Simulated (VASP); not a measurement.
AlSi4NO8, 14 atoms in the cell. The cell holds an amorphous packing of atoms, 14 atoms: a = 5.758 Å, b = 5.906 Å, c = 5.975 Å, α = 91.49°, β = 89.29°, γ = 92.14°. 

- Program: VASP 6.6.1
- Task: single point
- Functional: PBE
- Potentials or basis: VASP PAW PBE potentials, release 64 (Si, O, Al, N)
- Cutoff: 520 eV
- k mesh: 1 × 1 × 1, shifted
- Occupations: fermi-dirac, width 0.3447 eV
- Spin: no spin polarisation
- Dipole correction: no
- Further INCAR settings: ALGO = Normal; EDIFF = 1e-07; NBANDS = 49; ISYM = 0

Potentials or basis: VASP PAW PBE potentials, release 64 (Si, O, Al, N).

Run with:

```console
$ cat potpaw_PBE.64/Si/POTCAR potpaw_PBE.64/O/POTCAR potpaw_PBE.64/Al/POTCAR potpaw_PBE.64/N/POTCAR > POTCAR
$ mpirun -np 1 vasp_std > vasp.out
```

Hardware: 1 thread of Intel Xeon 8259CL, with other jobs on the host.

**Question.** How long does it take, and how much memory?

**Answer.** Wall time 55 s on 1 thread of Intel Xeon 8259CL, with other jobs on the host, peak memory 0.32 GiB. Counts: scf iterations 20, k points 1.
